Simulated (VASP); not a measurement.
# LiF (F-43m) in VASP: further runs

LiF is run at these levels: PBE; tasks: single point.

Program: VASP 6.6.1. These are calculated values, not measurements. Logs are shortened: lines on timing, memory, paths and dates and some standing lists are left out, and cuts for length are marked.

### Step 1. The cell of the first run

Symmetry: F-43m, No. 216, cubic system. The conventional cell has a = 4.275 Å, b = 4.275 Å, c = 4.275 Å, α = 90.00°, β = 90.00°, γ = 90.00°. Within 2.5 Å of Li (site symmetry -43m) lie 4 F at 1.85 Å. F (site symmetry -43m) has 4 Li at 1.85 Å within 2.5 Å.

### Step 2. Single point, PBE (volume changed by -6%)

INCAR

```
PREC = Accurate
ENCUT = 520
EDIFF = 1E-6
ISMEAR = 0
SIGMA = 0.01
LREAL = F
LASPH = T
NELM = 80
ALGO = Normal
ISIF = 2
LWAVE = F
LCHARG = T
GGA = PE
LELF = T
LVHAR = T
NBANDS = 12
```

KPOINTS

```
Automatic mesh
0
Gamma
  8 8 8
```

POSCAR

```
LiF
1.0
    0.0000000000      2.1373618877      2.1373618877
    2.1373618877      0.0000000000      2.1373618877
    2.1373618877      2.1373618877      0.0000000000
Li F
1 1
Direct
    0.0000000000      0.0000000000      0.0000000000
    0.2500000000      0.2500000000      0.2500000000
```

Potentials or basis: VASP PAW PBE potentials, release 64 (Li_sv, F).

Launch:

```bash
$ cat potpaw_PBE.64/Li_sv/POTCAR potpaw_PBE.64/F/POTCAR > POTCAR
$ mpirun -np 1 vasp_std > vasp.out
```

OUTCAR:

```text
PREC = Accurate
   ENCUT = 520
   EDIFF = 1E-6
   ISMEAR = 0
   LREAL = F
   LASPH = T
   NELM = 80
   ISIF = 2
   GGA = PE

 ion  position               nearest neighbor table
   1  0.000  0.000  0.000-   2 1.85   2 1.85   2 1.85   2 1.85
   2  0.250  0.250  0.250-   1 1.85   1 1.85   1 1.85   1 1.85

  LATTYP: Found a face centered cubic cell.
 ALAT       =     4.2747237754

  Lattice vectors:

 A1 = (   0.0000000000,   2.1373618877,   2.1373618877)
 A2 = (   2.1373618877,   0.0000000000,   2.1373618877)
 A3 = (   2.1373618877,   2.1373618877,   0.0000000000)

Analysis of symmetry for initial positions (statically):
=====================================================================
 Subroutine PRICEL returns:
 Original cell was already a primitive cell.

 Routine SETGRP: Setting up the symmetry group for a
 face centered cubic supercell.

 Subroutine GETGRP returns: Found 24 space group operations
 (whereof 24 operations were pure point group operations)
 out of a pool of 48 trial point group operations.

The static configuration has the point symmetry T_d .

Analysis of symmetry for dynamics (positions and initial velocities):
=====================================================================
 Subroutine PRICEL returns:
 Original cell was already a primitive cell.

 Routine SETGRP: Setting up the symmetry group for a
 face centered cubic supercell.

 Subroutine GETGRP returns: Found 24 space group operations
 (whereof 24 operations were pure point group operations)
 out of a pool of 48 trial point group operations.

The dynamic configuration has the point symmetry T_d .

 Subroutine INISYM returns: Found 24 space group operations
 (whereof 24 operations are pure point group operations),
 and found     1 'primitive' translations

----------------------------------------------------------------------------------------

                                     Primitive cell

  volume of cell :      19.5283

  direct lattice vectors                    reciprocal lattice vectors
     0.000000000  2.137361888  2.137361888    -0.233933244  0.233933244  0.233933244
     2.137361888  0.000000000  2.137361888     0.233933244 -0.233933244  0.233933244
     2.137361888  2.137361888  0.000000000     0.233933244  0.233933244 -0.233933244

  length of vectors
     3.022686169  3.022686169  3.022686169     0.405184264  0.405184264  0.405184264

  position of ions in fractional coordinates (direct lattice)
     0.000000000  0.000000000  0.000000000
     0.250000000  0.250000000  0.250000000

  ion indices of the primitive-cell ions
   primitive index   ion index
                 1           1
                 2           2

----------------------------------------------------------------------------------------

 KPOINTS: Automatic mesh

Automatic generation of k-mesh.
 Grid dimensions read from file:
 generate k-points for:    8    8    8

 Generating k-lattice:

  Cartesian coordinates                     Fractional coordinates (reciprocal lattice)
    -0.029241656  0.029241656  0.029241656     0.125000000  0.000000000  0.000000000
     0.029241656 -0.029241656  0.029241656     0.000000000  0.125000000  0.000000000
     0.029241656  0.029241656 -0.029241656     0.000000000  0.000000000  0.125000000

  Length of vectors
     0.050648033  0.050648033  0.050648033

  Shift w.r.t. Gamma in fractional coordinates (k-lattice)
     0.000000000  0.000000000  0.000000000

 Subroutine IBZKPT returns following result:
 ===========================================

 Found     29 irreducible k-points:

 Following reciprocal coordinates:
            Coordinates               Weight
  0.000000  0.000000  0.000000      1.000000
  0.125000  0.000000  0.000000      8.000000
  0.250000  0.000000  0.000000      8.000000
  0.375000  0.000000  0.000000      8.000000
  0.500000  0.000000  0.000000      4.000000
  0.125000  0.125000  0.000000      6.000000
[... 16 lines left out ...]
  0.500000  0.250000  0.125000     48.000000
 -0.375000  0.250000  0.125000     24.000000
 [... further k-points ...]
   k-points           NKPTS =     29   k-points in BZ     NKDIM =     29   number of bands    NBANDS=     12
   number of dos      NEDOS =    301   number of ions     NIONS =      2
   total plane-waves  NPLWV =  13824
   dimension x,y,z NGX =    24 NGY =   24 NGZ =   24
   dimension x,y,z NGXF=    48 NGYF=   48 NGZF=   48
   ions per type =               1   1
   NGX,Y,Z   is equivalent  to a cutoff of  13.20, 13.20, 13.20 a.u.
   NGXF,Y,Z  is equivalent  to a cutoff of  26.40, 26.40, 26.40 a.u.
 SYSTEM =  unknown system
   PREC   = accura    normal or accurate (medium, high low for compatibility)
   ISTART =      0    job   : 0-new  1-cont  2-samecut
   ICHARG =      2    charge: 1-file 2-atom 10-const
   ISPIN  =      1    spin polarized calculation?
   LNONCOLLINEAR =      F non collinear calculations
   LSORBIT =      F    spin-orbit coupling
   LASPH  =      T    aspherical Exc in radial PAW
   ENCUT  =  520.0 eV  38.22 Ry    6.18 a.u.   5.62  5.62  5.62*2*pi/ulx,y,z
   NELM   =     80;   NELMIN=  2; NELMDL= -5     # of ELM steps
   EDIFF  = 0.1E-05   stopping-criterion for ELM
   LREAL  =      F    real-space projection
[... 7 lines left out ...]
   TEBEG  =    0.0;   TEEND  =   0.0 temperature during run
   PSTRESS=    0.0 pullay stress
   NELECT =      10.0000    total number of electrons
   NUPDOWN=      -1.0000    fix difference up-down
   EMIN   =  10.00;   EMAX   =-10.00  energy-range for DOS
   EFERMI =   0.00;   METHOD = LEGACY
   ISMEAR =     0;   SIGMA  =   0.01  broadening in eV -4-tet -1-fermi 0-gaus
   EFERMI_NEDOS =   21; number of points for ismear=-14 and -15
   IALGO  =     38    algorithm
   IMIX   =      4    mixing-type and parameters
     AMIX     =   0.40;   BMIX     =  1.00
     AMIX_MAG =   1.60;   BMIX_MAG =  1.00
  volume/ion in A,a.u.               =       9.76        65.89
  Fermi-wavevector in a.u.,A,eV,Ry     =   1.309745  2.475059 23.339871  1.715432
  Thomas-Fermi vector in A             =   2.440323
   LORBIT       =      0    0 simple, 1 ext, 2 COOP (PROOUT), +10 PAW based schemes
   GGA     = PE    functional components
   LHFCALC =     F    Hartree Fock is set to
   AEXX    =    0.0000 exact exchange contribution
   IVDW    =     0    specifies the selected vdW correction
   LEPSILON=     F    determine dielectric tensor
   LRPA    =     F    only Hartree local field effects (RPA)
 non-spin polarized calculation
 Gauss-broadening in eV      SIGMA  =   0.01
  energy-cutoff  :      520.00
  volume of cell :       19.53
 maximum number of plane-waves:       544
 NGX is ok and might be reduce to    24
   NGX = 11   NGY = 11   NGZ = 11

 number of electron      10.0000000 magnetization

 number of electron       9.9999990 magnetization

 Free energy of the ion-electron system (eV)
  ---------------------------------------------------
  ext. energy  EPLUGINS =         0.00000000
  ---------------------------------------------------
  free energy    TOTEN  =        -9.61311263 eV

  energy without entropy =       -9.61311263  energy(sigma->0) =       -9.61311263

 E-fermi :  -2.3834     XC(G=0):  -8.9105

 val. band max:       -2.4825003143   @ k =   0.0000   0.0000   0.0000
 cond. band min:       5.4915810670   @ k =   0.0000   0.0000   0.0000
 fundamental gap:      7.9740813813
 Fermi energy:        -2.3833502472

 k-point     1 :       0.0000    0.0000    0.0000
  band No.  band energies     occupation
      1     -42.7914      2.00000
      2     -21.8389      2.00000
      3      -2.4825      2.00000
      4      -2.4825      2.00000
      5      -2.4825      2.00000
      6       5.4916      0.00000
      7      17.0993      0.00000
      8      17.0993      0.00000
      9      17.0993      0.00000
     10      25.8108      0.00000
     11      25.8108      0.00000
     12      25.8108      0.00000

 k-point     2 :       0.1250    0.0000    0.0000
  band No.  band energies     occupation
      1     -42.7856      2.00000
      2     -21.8128      2.00000
      3      -2.8242      2.00000
      4      -2.5229      2.00000
      5      -2.5229      2.00000
      6       5.9314      0.00000
      7      16.7274      0.00000
      8      17.1836      0.00000
      9      17.1836      0.00000
     10      24.2281      0.00000
     11      24.2281      0.00000
     12      24.3028      0.00000

 k-point     3 :       0.2500    0.0000    0.0000
  band No.  band energies     occupation
      1     -42.7713      2.00000
      2     -21.7476      2.00000
      3      -3.5737      2.00000
      4      -2.6180      2.00000
      5      -2.6180      2.00000
      6       7.0775      0.00000
      7      15.4261      0.00000
      8      17.1773      0.00000
      9      17.1773      0.00000
     10      23.4510      0.00000
     11      23.4510      0.00000
     12      23.9360      0.00000
[... 286 lines left out ...]
 k-point    23 :       0.5000    0.2500    0.1250
  band No.  band energies     occupation
      1     -42.7494      2.00000
      2     -21.6451      2.00000
      3      -4.1128      2.00000
      4      -3.1189      2.00000
      5      -2.8633      2.00000
      6       8.9927      0.00000
      7      13.1151      0.00000
      8      16.4550      0.00000
      9      17.4928      0.00000
     10      20.5314      0.00000
     11      25.1659      0.00000
     12      27.8663      0.00000

 k-point    24 :      -0.3750    0.2500    0.1250
  band No.  band energies     occupation
      1     -42.7448      2.00000
      2     -21.6220      2.00000
      3      -4.2887      2.00000
      4      -3.1326      2.00000
      5      -2.9449      2.00000
      6       9.8959      0.00000
      7      12.1063      0.00000
      8      16.3233      0.00000
      9      17.3633      0.00000
     10      20.9563      0.00000
     11      25.0976      0.00000
     12      28.3127      0.00000

 [... further k-points ...]
[... 5 lines left out ...]
  --------------------------------------------------------------------------------------
  -------------------------------------------------------------------------------------
  Total        0.4275437      0.4275437      0.4275437      0.0000000     -0.0000000     -0.0000000
  in kB       35.0773586     35.0773586     35.0773586      0.0000000     -0.0000000     -0.0000000
  external PRESSURE =      35.0773586 kB  Pullay stress =       0.0000000 kB

 VOLUME and BASIS-vectors are now :
 -----------------------------------------------------------------------------
  energy-cutoff  :      520.00
  volume of cell :       19.53
      direct lattice vectors                 reciprocal lattice vectors
     0.000000000  2.137361888  2.137361888    -0.233933244  0.233933244  0.233933244
     2.137361888  0.000000000  2.137361888     0.233933244 -0.233933244  0.233933244
     2.137361888  2.137361888  0.000000000     0.233933244  0.233933244 -0.233933244

 POSITION                                       TOTAL-FORCE (eV/Angst)
 -----------------------------------------------------------------------------------
      0.00000      0.00000      0.00000         0.000000      0.000000      0.000000
      1.06868      1.06868      1.06868        -0.000000     -0.000000     -0.000000
 -----------------------------------------------------------------------------------
    total drift:                                0.000000      0.000000     -0.000000

  FREE ENERGIE OF THE ION-ELECTRON SYSTEM (eV)
  ---------------------------------------------------
  free  energy   TOTEN  =        -9.6131126323 eV

  energy  without entropy=       -9.6131126323  energy(sigma->0) =       -9.61311263
```

It took 8.5 s on 1 thread of Intel Xeon 8259CL, shared host; peak memory 0.13 GiB.

Results:

| Property | Result |
| --- | --- |
| Free energy | -9.6131 eV |
| Band gap on the k mesh | 7.97 eV, direct |

Levels at points of the mesh, in eV from the valence-band top:
```
           k point  band 1  band 2  band 3  band 4  band 5  band 6  band 7  band 8  band 9  band 10
(0.00, 0.00, 0.00)  -40.31  -19.36    0.00    0.00    0.00    7.97   19.58   19.58   19.58    28.29
(0.50, 0.00, 0.00)  -40.27  -19.17   -2.03   -0.26   -0.26   12.03   15.07   19.22   19.22    26.50
(0.50, 0.50, 0.00)  -40.26  -19.11   -1.43   -0.82   -0.82   10.63   16.06   19.64   19.64    21.82
```

Caveat: the cutoff is under 1.25 times the usual one of these potentials, so pressure, stress and relaxed cells hold a basis-set (Pulay) error. A k mesh can miss the band edges.

(Continued in part 2 of 2.)
